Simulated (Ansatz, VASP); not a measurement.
# MgS in VASP and in Ansatz

File INCAR:

```
  PREC = Accurate
  ENCUT = 520
  EDIFF = 1E-6
  ISMEAR = 0
  SIGMA = 0.01
  LREAL = F
  LASPH = T
  NELM = 60
  ALGO = Normal
  ISIF = 2
  LWAVE = F
  LCHARG = T
  GGA = PE
  LELF = T
  LVHAR = T
  NBANDS = 16
```

Contents of KPOINTS:

```
Automatic mesh
0
Gamma
  6 6 4
```

The input POSCAR:

```
MgS
1.0
    4.2753281010      0.0000000000      0.0000000000
   -2.1376640505      3.7025427450      0.0000000000
    0.0000000000      0.0000000000      5.2665473022
Mg S
2 2
Direct
    0.3333333333      0.6666666667      0.2500000000
    0.6666666667      0.3333333333      0.7500000000
    0.6666666667      0.3333333333      0.2500000000
    0.3333333333      0.6666666667      0.7500000000
```

Input for Ansatz:

```yaml
crystal:
  lattice:
    - [4.275328101, 0.0, 0.0]
    - [-2.1376640505, 3.702542745, 0.0]
    - [0.0, 0.0, 5.2665473022]
  atoms:
    - { symbol: Mg, position: [0.3333333333, 0.6666666667, 0.25] }
    - { symbol: Mg, position: [0.6666666667, 0.3333333333, 0.75] }
    - { symbol: S, position: [0.6666666667, 0.3333333333, 0.25] }
    - { symbol: S, position: [0.3333333333, 0.6666666667, 0.75] }
kpoints:
  mp_grid: { grid: [6, 6, 4] }
hamiltonian:
  xc: pbe
scf:
  occupations: { method: fixed }
  n_extra_bands: 5
output:
  forces: true
  stress: true
  eigenvalues: true
```

Alike in both runs: task single point; functional PBE; k mesh 6 × 6 × 4; no spin polarisation.

```csv
,VASP,Ansatz
version,VASP 6.6.1,Ansatz 0.2.0
potentials or method,"VASP PAW PBE potentials, release 64 (Mg, S)","plane waves, PAW"
plane-wave cutoff (eV),520,420
occupations,"gaussian, width 0.01 eV",fixed
valence electrons in the cell,16,32
```

```csv
,VASP,Ansatz,Ansatz less VASP
gap on the k mesh at the Fermi level (eV),3.04,3.05,+0.012
pressure (GPa),1.8,2.0,+0.20
"traceless stress, the component that is largest in VASP (GPa)",-0.11,-0.10,+0.014
```

VASP's potentials hold 16 valence electrons a cell and Ansatz's 32, so a difference there can come from the potentials and not from the codes.
